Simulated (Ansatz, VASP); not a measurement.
# CdSe: VASP beside Ansatz

```
Cd Se
1.0
     0.00000    3.07027    2.97816
     3.07027    0.00000    2.97816
     3.07027    3.07027    0.00000
Cd Se
1 1
Direct
  0.00000 0.00000 0.00000
  0.25000 0.25000 0.25000
```

Change from the starting cell: zz strain of -3 %, crystal datasets.

Alike in both runs: task electric field gradients; functional LDA; k mesh 8 × 8 × 8; occupations fermi-dirac, width 0.03 eV; no spin polarisation.

```csv
,VASP,Ansatz
version,VASP 6.6.1,Ansatz 0.2.0
potentials or method,"VASP PAW LDA potentials, release 64 (Cd, Se), cutoff 520 eV","all-electron PAW with datasets made for the crystal, scalar-relativistic"
```

```tsv
	VASP	Ansatz	Ansatz less VASP
pressure (GPa)	-1.5	-1.9	-0.41
traceless stress, the component that is largest in VASP (GPa)	0.39	0.40	+0.010
size of Vzz on the site where it differs most (V/Å²)	11.6	12.0	+0.45
```

LDA's correlation is that of Perdew and Zunger in VASP and of Perdew and Wang (1992) in Ansatz. Ansatz ran all-electron here, and VASP with PAW potentials.
